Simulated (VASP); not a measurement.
# ZnS in VASP: notebook

Runs on ZnS. Level: PBE. Tasks: single point.

Program: VASP 6.6.1. These are calculated values, not measurements. Logs are shortened: lines on timing, memory, paths and dates and some standing lists are left out, and cuts for length are marked.

## 1. The cell of the first run

Symmetry: F-43m, No. 216, cubic system. Conventional cell: a = 4.977 Å, b = 4.977 Å, c = 4.977 Å, α = 90.00°, β = 90.00°, γ = 90.00°. Zn (site symmetry -43m) has 4 S at 2.15 Å within 2.9 Å. Within 2.9 Å of S (site symmetry -43m) lie 4 Zn at 2.15 Å.

## 2. Single point, PBE (strain -0.080 along x and y, -0.080 along z)

Input file INCAR:

```
SYSTEM = ZnS
ALGO = Normal
EDIFF = 1E-6
ENCUT = 520
GGA = PE
ISIF = 2
ISMEAR = 0
LASPH = .TRUE.
LCHARG = .FALSE.
LREAL = .FALSE.
LWAVE = .FALSE.
NBANDS = 16
NELM = 100
PREC = Accurate
SIGMA = 0.05
```

Input file KPOINTS:

```
k-points
0
G
  10 10 10
  0 0 0
```

Input file POSCAR:

```
ZnS
1.0
    0.0000000000      2.4882780000      2.4882780000
    2.4882780000      0.0000000000      2.4882780000
    2.4882780000      2.4882780000      0.0000000000
Zn S
1 1
Direct
    0.0000000000      0.0000000000      0.0000000000
    0.7500000000      0.7500000000      0.7500000000
```

Potentials or basis: VASP PAW PBE potentials, release 64 (Zn, S).

Launch:

```bash
$ cat potpaw_PBE.64/Zn/POTCAR potpaw_PBE.64/S/POTCAR > POTCAR
$ mpirun -np 1 vasp_std > vasp.out
```

OUTCAR:

```text
SYSTEM = ZnS
   EDIFF = 1E-6
   ENCUT = 520
   GGA = PE
   ISIF = 2
   ISMEAR = 0
   LASPH = .TRUE.
   LREAL = .FALSE.
   NELM = 100
   PREC = Accurate

 ion  position               nearest neighbor table
   1  0.000  0.000  0.000-   2 2.15   2 2.15   2 2.15   2 2.15
   2  0.750  0.750  0.750-   1 2.15   1 2.15   1 2.15   1 2.15

  LATTYP: Found a face centered cubic cell.
 ALAT       =     4.9765560000

  Lattice vectors:

 A1 = (   0.0000000000,   2.4882780000,   2.4882780000)
 A2 = (   2.4882780000,   0.0000000000,   2.4882780000)
 A3 = (   2.4882780000,   2.4882780000,   0.0000000000)

Analysis of symmetry for initial positions (statically):
=====================================================================
 Subroutine PRICEL returns:
 Original cell was already a primitive cell.

 Routine SETGRP: Setting up the symmetry group for a
 face centered cubic supercell.

 Subroutine GETGRP returns: Found 24 space group operations
 (whereof 24 operations were pure point group operations)
 out of a pool of 48 trial point group operations.

The static configuration has the point symmetry T_d .

Analysis of symmetry for dynamics (positions and initial velocities):
=====================================================================
 Subroutine PRICEL returns:
 Original cell was already a primitive cell.

 Routine SETGRP: Setting up the symmetry group for a
 face centered cubic supercell.

 Subroutine GETGRP returns: Found 24 space group operations
 (whereof 24 operations were pure point group operations)
 out of a pool of 48 trial point group operations.

The dynamic configuration has the point symmetry T_d .

 Subroutine INISYM returns: Found 24 space group operations
 (whereof 24 operations are pure point group operations),
 and found     1 'primitive' translations

----------------------------------------------------------------------------------------

                                     Primitive cell

  volume of cell :      30.8125

  direct lattice vectors                    reciprocal lattice vectors
     0.000000000  2.488278000  2.488278000    -0.200942178  0.200942178  0.200942178
     2.488278000  0.000000000  2.488278000     0.200942178 -0.200942178  0.200942178
     2.488278000  2.488278000  0.000000000     0.200942178  0.200942178 -0.200942178

  length of vectors
     3.518956495  3.518956495  3.518956495     0.348042061  0.348042061  0.348042061

[... 73 lines left out ...]
   ICHARG =      2    charge: 1-file 2-atom 10-const
   ISPIN  =      1    spin polarized calculation?
   LNONCOLLINEAR =      F non collinear calculations
   LSORBIT =      F    spin-orbit coupling
   LASPH  =      T    aspherical Exc in radial PAW
   ENCUT  =  520.0 eV  38.22 Ry    6.18 a.u.   6.54  6.54  6.54*2*pi/ulx,y,z
   NELM   =    100;   NELMIN=  2; NELMDL= -5     # of ELM steps
   EDIFF  = 0.1E-05   stopping-criterion for ELM
   LREAL  =      F    real-space projection
   EDIFFG = 0.1E-04   stopping-criterion for IOM
   NSW    =      0    number of steps for IOM
   IBRION =     -1    ionic relax: 0-MD 1-quasi-New 2-CG
   NFREE  =      0    steps in history (QN), initial steepest desc. (CG)
   ISIF   =      2    stress and relaxation
   ISYM   =      2    0-nonsym 1-usesym 2-fastsym
   POTIM  = 0.5000    time-step for ionic-motion
   TEBEG  =    0.0;   TEEND  =   0.0 temperature during run
   PSTRESS=    0.0 pullay stress
   NELECT =      18.0000    total number of electrons
   NUPDOWN=      -1.0000    fix difference up-down
   EMIN   =  10.00;   EMAX   =-10.00  energy-range for DOS
   EFERMI =   0.00;   METHOD = LEGACY
   ISMEAR =     0;   SIGMA  =   0.05  broadening in eV -4-tet -1-fermi 0-gaus
   EFERMI_NEDOS =   21; number of points for ismear=-14 and -15
   IALGO  =     38    algorithm
   IMIX   =      4    mixing-type and parameters
     AMIX     =   0.40;   BMIX     =  1.00
     AMIX_MAG =   1.60;   BMIX_MAG =  1.00
  volume/ion in A,a.u.               =      15.41       103.97
  Fermi-wavevector in a.u.,A,eV,Ry     =   1.368538  2.586161 25.482290  1.872895
  Thomas-Fermi vector in A             =   2.494493
   LORBIT       =      0    0 simple, 1 ext, 2 COOP (PROOUT), +10 PAW based schemes
   GGA     = PE    functional components
   LHFCALC =     F    Hartree Fock is set to
   AEXX    =    0.0000 exact exchange contribution
   IVDW    =     0    specifies the selected vdW correction
   LEPSILON=     F    determine dielectric tensor
   LRPA    =     F    only Hartree local field effects (RPA)
 non-spin polarized calculation
 Gauss-broadening in eV      SIGMA  =   0.05
  energy-cutoff  :      520.00
  volume of cell :       30.81
 maximum number of plane-waves:       869
 NGX is ok and might be reduce to    28
   NGX = 13   NGY = 13   NGZ = 13

 number of electron      18.0000000 magnetization

 Free energy of the ion-electron system (eV)
  ---------------------------------------------------
  ext. energy  EPLUGINS =         0.00000000
  ---------------------------------------------------
  free energy    TOTEN  =        -6.04688335 eV

  energy without entropy =       -6.04688335  energy(sigma->0) =       -6.04688335

 E-fermi :   5.0232     XC(G=0): -10.8452

 val. band max:        4.7873357206   @ k =   0.0000   0.0000   0.0000
 cond. band min:       7.5201358036   @ k =   0.5000   0.5000   0.0000
 fundamental gap:      2.7328000830
 Fermi energy:         5.0232380971

 k-point     1 :       0.0000    0.0000    0.0000
  band No.  band energies     occupation
      1     -10.4170      2.00000
      2      -2.9095      2.00000
      3      -2.9095      2.00000
      4      -2.9095      2.00000
      5      -2.0773      2.00000
      6      -2.0773      2.00000
[... 433 lines left out ...]
      3      -2.5143      2.00000
      4      -2.5121      2.00000
      5      -2.0855      2.00000
      6      -1.9697      2.00000
[... 8 lines left out ...]
     15      18.5705      0.00000
     16      22.3547      0.00000

 [... further k-points ...]
[... 5 lines left out ...]
  --------------------------------------------------------------------------------------
  -------------------------------------------------------------------------------------
  Total        6.5981520      6.5981520      6.5981520      0.0000000     -0.0000000     -0.0000000
  in kB      343.0885311    343.0885311    343.0885311      0.0000000     -0.0000000     -0.0000000
  external PRESSURE =     343.0885311 kB  Pullay stress =       0.0000000 kB

 VOLUME and BASIS-vectors are now :
 -----------------------------------------------------------------------------
  energy-cutoff  :      520.00
  volume of cell :       30.81
      direct lattice vectors                 reciprocal lattice vectors
     0.000000000  2.488278000  2.488278000    -0.200942178  0.200942178  0.200942178
     2.488278000  0.000000000  2.488278000     0.200942178 -0.200942178  0.200942178
     2.488278000  2.488278000  0.000000000     0.200942178  0.200942178 -0.200942178

 POSITION                                       TOTAL-FORCE (eV/Angst)
 -----------------------------------------------------------------------------------
      0.00000      0.00000      0.00000        -0.000000      0.000000      0.000000
      3.73242      3.73242      3.73242         0.000000     -0.000000     -0.000000
 -----------------------------------------------------------------------------------
    total drift:                               -0.000003     -0.000003     -0.000003

  FREE ENERGIE OF THE ION-ELECTRON SYSTEM (eV)
  ---------------------------------------------------
  free  energy   TOTEN  =        -6.0468833535 eV

  energy  without entropy=       -6.0468833535  energy(sigma->0) =       -6.04688335
```

OSZICAR:

```text
N       E                     dE             d eps       ncg     rms          rms(c)
DAV:   1     0.908701828530E+02    0.90870E+02   -0.91398E+03  1528   0.147E+03
DAV:   2    -0.104920940972E+01   -0.91919E+02   -0.85688E+02  1704   0.276E+02
DAV:   3    -0.649639848567E+01   -0.54472E+01   -0.54269E+01  1864   0.643E+01
DAV:   4    -0.654752660077E+01   -0.51128E-01   -0.51117E-01  1824   0.638E+00
DAV:   5    -0.654798825442E+01   -0.46165E-03   -0.46165E-03  1872   0.610E-01    0.112E+01
DAV:   6    -0.608532272471E+01    0.46267E+00   -0.84536E-01  2224   0.363E+01    0.833E+00
DAV:   7    -0.604896694458E+01    0.36356E-01   -0.36896E-01  1840   0.686E+00    0.394E+00
DAV:   8    -0.604725805858E+01    0.17089E-02   -0.11550E-02  2080   0.250E+00    0.100E+00
DAV:   9    -0.604677636041E+01    0.48170E-03   -0.26410E-03  1744   0.417E-01    0.803E-02
DAV:  10    -0.604682226050E+01   -0.45900E-04   -0.27103E-04  1976   0.129E-01    0.883E-02
DAV:  11    -0.604688145259E+01   -0.59192E-04   -0.47365E-05  1632   0.474E-02    0.762E-02
DAV:  12    -0.604688314765E+01   -0.16951E-05   -0.19778E-05  1896   0.344E-02    0.108E-02
DAV:  13    -0.604688335353E+01   -0.20587E-06   -0.18833E-06  1688   0.134E-02
   1 F= -.60468834E+01 E0= -.60468834E+01  d E =-.182017E-13
```

It took 27 s on 1 thread of Intel Xeon 6975P-C, shared host; peak memory 0.16 GiB.

What came out:

* Free energy: -6.0469 eV
* Pressure: 34.3 GPa
* Band gap on the k mesh: 2.73 eV, indirect (least direct gap 3.27 eV)

Levels at points of the mesh, in eV from the valence-band top:
| k point | band 6 | band 7 | band 8 | band 9 | band 10 | band 11 | band 12 | band 13 |
| --- | --- | --- | --- | --- | --- | --- | --- | --- |
| (0.00, 0.00, 0.00) | -6.86 | 0.00 | 0.00 | 0.00 | 3.27 | 6.07 | 6.07 | 6.07 |
| (0.50, 0.00, 0.00) | -6.81 | -6.50 | -1.29 | -1.29 | 3.73 | 6.63 | 6.63 | 9.61 |
| (0.50, 0.50, 0.00) | -6.56 | -5.64 | -3.27 | -3.27 | 2.73 | 3.80 | 13.02 | 13.63 |

Caveat: the cell differs from its parent crystal (strain -0.080 along x and y, -0.080 along z). A k mesh can miss the band edges.

## 3. Single point, PBE (strain -0.040 along x and y, -0.040 along z)

Input file INCAR:

```
  ALGO = Normal
  EDIFF = 1E-6
  ENCUT = 520
  GGA = PE
  ISIF = 2
  ISMEAR = 0
  LASPH = T
  LCHARG = F
  LREAL = F
  LWAVE = F
  NBANDS = 16
  NELM = 100
  PREC = Accurate
  SIGMA = 0.05
```

Input file KPOINTS:

```
k-points
0
Gamma
  10 10 10
```

Input file POSCAR:

```
ZnS
1.0
    0.0000000000      2.5964640000      2.5964640000
    2.5964640000      0.0000000000      2.5964640000
    2.5964640000      2.5964640000      0.0000000000
Zn S
1 1
Direct
    0.0000000000      0.0000000000      0.0000000000
    0.7500000000      0.7500000000      0.7500000000
```

Potentials or basis: VASP PAW PBE potentials, release 64 (Zn, S).

Launch:

```bash
$ cat potpaw_PBE.64/Zn/POTCAR potpaw_PBE.64/S/POTCAR > POTCAR
$ mpirun -np 1 vasp_std > vasp.out
```

It took 21 s on 1 thread of Intel Xeon 6975P-C, shared host; peak memory 0.17 GiB.

The run converged. Its results:

```yaml
Free_energy: -6.6489 eV
Pressure: 13.7 GPa
Band_gap_on_the_k_mesh: 2.66 eV, direct
```

Levels at points of the mesh, in eV from the valence-band top:
```
           k point  band 7  band 8  band 9  band 10  band 11  band 12
(0.00, 0.00, 0.00)    0.00    0.00    0.00     2.66     6.28     6.28
(0.50, 0.00, 0.00)   -5.95   -1.05   -1.05     3.53     6.82     6.82
(0.50, 0.50, 0.00)   -5.05   -2.69   -2.69     3.11     4.01    11.89
```

Caveat: the cell differs from its parent crystal (strain -0.040 along x and y, -0.040 along z).

## 4. Single point, PBE (strain +0.040 along x and y, +0.040 along z)

Input file INCAR:

```
  PREC = Accurate
  ENCUT = 520
  EDIFF = 1E-6
  ISMEAR = 0
  SIGMA = 0.05
  LREAL = F
  LASPH = T
  NELM = 60
  ALGO = Normal
  ISIF = 2
  LWAVE = F
  LCHARG = F
  GGA = PE
  NBANDS = 16
```

Input file KPOINTS:

```
regular mesh
0
Gamma
  10 10 10
```

Input file POSCAR:

```
ZnS
1.0
    0.0000000000      2.8128360000      2.8128360000
    2.8128360000      0.0000000000      2.8128360000
    2.8128360000      2.8128360000      0.0000000000
Zn S
1 1
Direct
    0.0000000000      0.0000000000      0.0000000000
    0.7500000000      0.7500000000      0.7500000000
```

Potentials or basis: VASP PAW PBE potentials, release 64 (Zn, S).

Launch:

```bash
$ cat potpaw_PBE.64/Zn/POTCAR potpaw_PBE.64/S/POTCAR > POTCAR
$ mpirun -np 1 vasp_std > vasp.out
```

OUTCAR:

```text
PREC = Accurate
   ENCUT = 520
   EDIFF = 1E-6
   ISMEAR = 0
   LREAL = F
   LASPH = T
   NELM = 60
   ISIF = 2
   GGA = PE

 ion  position               nearest neighbor table
   1  0.000  0.000  0.000-   2 2.44   2 2.44   2 2.44   2 2.44
   2  0.750  0.750  0.750-   1 2.44   1 2.44   1 2.44   1 2.44

  LATTYP: Found a face centered cubic cell.
 ALAT       =     5.6256720000

  Lattice vectors:

 A1 = (   0.0000000000,   2.8128360000,   2.8128360000)
 A2 = (   2.8128360000,   0.0000000000,   2.8128360000)
 A3 = (   2.8128360000,   2.8128360000,   0.0000000000)

Analysis of symmetry for initial positions (statically):
=====================================================================
 Subroutine PRICEL returns:
 Original cell was already a primitive cell.

 Routine SETGRP: Setting up the symmetry group for a
 face centered cubic supercell.

 Subroutine GETGRP returns: Found 24 space group operations
 (whereof 24 operations were pure point group operations)
 out of a pool of 48 trial point group operations.

[... 156 lines left out ...]
  ---------------------------------------------------
  ext. energy  EPLUGINS =         0.00000000
  ---------------------------------------------------
  free energy    TOTEN  =        -6.77777260 eV

  energy without entropy =       -6.77777260  energy(sigma->0) =       -6.77777260

 E-fermi :   1.2715     XC(G=0):  -9.0744

 val. band max:        1.0616325212   @ k =   0.0000   0.0000   0.0000
 cond. band min:       2.6651482275   @ k =   0.0000   0.0000   0.0000
 fundamental gap:      1.6035157063
 Fermi energy:         1.2715308304

 k-point     1 :       0.0000    0.0000    0.0000
  band No.  band energies     occupation
      1     -11.3131      2.00000
      2      -4.8784      2.00000
      3      -4.8784      2.00000
      4      -4.8784      2.00000
      5      -4.5118      2.00000
      6      -4.5118      2.00000
[... 433 lines left out ...]
      3      -4.6935      2.00000
      4      -4.6823      2.00000
      5      -4.4794      2.00000
      6      -4.4711      2.00000
[... 8 lines left out ...]
     15      14.1871      0.00000
     16      16.0774      0.00000

 [... further k-points ...]
[... 5 lines left out ...]
  --------------------------------------------------------------------------------------
  -------------------------------------------------------------------------------------
  Total       -1.5011264     -1.5011264     -1.5011264      0.0000000     -0.0000000     -0.0000000
  in kB      -54.0336874    -54.0336874    -54.0336874      0.0000000     -0.0000000     -0.0000000
  external PRESSURE =     -54.0336874 kB  Pullay stress =       0.0000000 kB

 VOLUME and BASIS-vectors are now :
 -----------------------------------------------------------------------------
  energy-cutoff  :      520.00
  volume of cell :       44.51
      direct lattice vectors                 reciprocal lattice vectors
     0.000000000  2.812836000  2.812836000    -0.177756542  0.177756542  0.177756542
     2.812836000  0.000000000  2.812836000     0.177756542 -0.177756542  0.177756542
     2.812836000  2.812836000  0.000000000     0.177756542  0.177756542 -0.177756542

 POSITION                                       TOTAL-FORCE (eV/Angst)
 -----------------------------------------------------------------------------------
      0.00000      0.00000      0.00000         0.000000     -0.000000      0.000000
      4.21925      4.21925      4.21925        -0.000000      0.000000     -0.000000
 -----------------------------------------------------------------------------------
    total drift:                                0.000001      0.000001      0.000001

  FREE ENERGIE OF THE ION-ELECTRON SYSTEM (eV)
  ---------------------------------------------------
  free  energy   TOTEN  =        -6.7777726040 eV

  energy  without entropy=       -6.7777726040  energy(sigma->0) =       -6.77777260
```

OSZICAR:

```text
N       E                     dE             d eps       ncg     rms          rms(c)
DAV:   1     0.891562368548E+02    0.89156E+02   -0.88580E+03  1504   0.129E+03
DAV:   2    -0.914803043780E+00   -0.90071E+02   -0.83959E+02  1728   0.254E+02
DAV:   3    -0.714245973342E+01   -0.62277E+01   -0.61987E+01  1848   0.647E+01
DAV:   4    -0.721411813236E+01   -0.71658E-01   -0.71642E-01  1880   0.727E+00
DAV:   5    -0.721505292259E+01   -0.93479E-03   -0.93477E-03  1904   0.777E-01    0.556E+00
DAV:   6    -0.679482602801E+01    0.42023E+00   -0.75613E-01  2288   0.282E+01    0.443E+00
DAV:   7    -0.677806730835E+01    0.16759E-01   -0.21357E-01  1800   0.402E+00    0.233E+00
DAV:   8    -0.677724584526E+01    0.82146E-03   -0.47425E-03  1792   0.625E-01    0.565E-01
DAV:   9    -0.677758153663E+01   -0.33569E-03   -0.97296E-04  1816   0.250E-01    0.116E-01
DAV:  10    -0.677776620523E+01   -0.18467E-03   -0.17912E-04  1896   0.128E-01    0.501E-02
DAV:  11    -0.677777066897E+01   -0.44637E-05   -0.33740E-05  1840   0.902E-02    0.574E-03
DAV:  12    -0.677777263569E+01   -0.19667E-05   -0.38306E-06  1912   0.261E-02    0.620E-03
DAV:  13    -0.677777260397E+01    0.31717E-07   -0.64652E-07  1552   0.135E-02
   1 F= -.67777726E+01 E0= -.67777726E+01  d E =-.187914E-11
```

stdout:

```text
POSCAR found type information on POSCAR ZnS
 POSCAR found :  2 types and       2 ions
 scaLAPACK will be used
 LDA part: xc-table for (Slater+PW92), standard interpolation
 POSCAR, INCAR and KPOINTS ok, starting setup
 FFT: planning ... GRIDC
 FFT: planning ... GRID_SOFT
 FFT: planning ... GRID
 WAVECAR not read
 entering main loop
```

Run time: 45 s. Hardware: 1 thread of Intel Xeon 6975P-C, shared host; peak memory 0.18 GiB.

What came out:

```
Free energy            : -6.7778 eV
Pressure               : -5.4 GPa
Band gap on the k mesh : 1.60 eV, direct
```

Caveat: the cell differs from its parent crystal (strain +0.040 along x and y, +0.040 along z).

(Part 1 of 2 ends here.)
